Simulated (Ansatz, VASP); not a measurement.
## One calculation of Ta, two programs

```xyz
1
Lattice="-1.6600 1.6600 1.6600 1.6600 -1.6600 1.6600 1.6600 1.6600 -1.6600" Properties=species:S:1:pos:R:3 pbc="T T T"
Ta    0.0000    0.0000    0.0000
```

Alike in both runs: functional PBE; k mesh 18 × 18 × 18; occupations fermi-dirac, width 0.1 eV; no spin polarisation.

Ansatz relaxed the structure, and its values are those at the end. VASP's run is a single point on that final structure, the one shown.

|  | VASP | Ansatz |
| --- | --- | --- |
| version | VASP 6.6.1 | Ansatz 0.2.0 |
| potentials or method | VASP PAW PBE potentials, release 64 (Ta_pv) | PAW with Ansatz's default frozen-core files, scalar-relativistic |
| plane-wave cutoff (eV) | 500 | 420 |
| valence electrons in the cell | 11 | 13 |

```tsv
	VASP	Ansatz	Ansatz less VASP
pressure (GPa)	0.1	0.0	-0.09
```

VASP's potentials hold 11 valence electrons a cell and Ansatz's 13, so a difference there can come from the potentials and not from the codes.

Spin-orbit coupling is off throughout.
